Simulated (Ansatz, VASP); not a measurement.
BiSe4 in VASP and in Ansatz

```
Bi Se
1.0
    -3.35001    3.35001    3.35001
     3.35001   -3.35001    3.35001
     3.35001    3.35001   -3.35001
Bi Se
1 4
Direct
  0.00000 0.00000 0.00000
  0.50000 0.50000 0.50000
  0.00000 0.00000 0.50000
  0.00000 0.50000 0.00000
  0.50000 0.00000 0.00000
```

Alike in both runs: functional PBE; k mesh 8 × 8 × 8; occupations gaussian, width 0.1 eV; no spin polarisation.

Ansatz relaxed the structure, and its values are those at the end. VASP's run is a single point on that final structure, the one shown.

```csv
,VASP,Ansatz
version,VASP 6.6.1,Ansatz 0.2.0
potentials or method,"VASP PAW PBE potentials, release 64 (Bi_d, Se), cutoff 520 eV","scalar-relativistic, plane waves, PAW"
valence electrons in the cell,39,79
```

```csv
,VASP,Ansatz,Ansatz less VASP
gap on the k mesh at the Fermi level (eV),none,none,-
pressure (GPa),0.0,0.0,-0.01
```

A gap of «none» marks a metal or a gap that the smearing closes. VASP's potentials hold 39 valence electrons a cell and Ansatz's 79, so a difference there can come from the potentials and not from the codes.

Spin-orbit coupling is off throughout.
